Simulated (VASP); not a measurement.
# BN: single point with r2SCAN

Crystal: BN.

```
CELL_PARAMETERS angstrom
0.00000 1.80483 1.80483
1.80483 0.00000 1.80483
1.80483 1.80483 0.00000
ATOMIC_POSITIONS crystal
B 0.00000 0.00000 0.00000
N 0.25000 0.25000 0.25000
```

```
Program                : VASP 6.6.1
Task                   : single point
Functional             : r2SCAN
Potentials or basis    : VASP PAW PBE potentials, release 64 (B, N)
Cutoff                 : 520 eV
k mesh                 : 12 × 12 × 12
Occupations            : gaussian, width 0.01 eV
Spin                   : no spin polarisation
Dipole correction      : no
Further INCAR settings : ALGO = Normal; EDIFF = 1e-06; NBANDS = 11
```

```json
{"Pressure": "1.1 GPa", "Band gap on the k mesh": "4.98 eV, indirect (least direct gap 9.55 eV)"}
```

Levels at points of the mesh, in eV from the valence-band top:
| k point | band 1 | band 2 | band 3 | band 4 | band 5 | band 6 | band 7 | band 8 | band 9 |
| --- | --- | --- | --- | --- | --- | --- | --- | --- | --- |
| (0.00, 0.00, 0.00) | -21.34 | 0.00 | 0.00 | 0.00 | 9.55 | 9.55 | 9.55 | 11.14 | 26.22 |
| (0.50, 0.00, 0.00) | -17.03 | -11.12 | -2.02 | -2.02 | 10.85 | 11.49 | 11.49 | 16.45 | 24.94 |
| (0.50, 0.50, 0.00) | -15.60 | -9.35 | -5.12 | -5.12 | 4.98 | 9.84 | 19.33 | 19.33 | 22.27 |

Wall time 50 s on 1 thread of Intel Xeon 8259CL (shared host), peak memory 0.12 GiB.

Caveat: the PAW data sets were made with another functional, which shifts forces and pressure a little. A k mesh can miss the band edges.
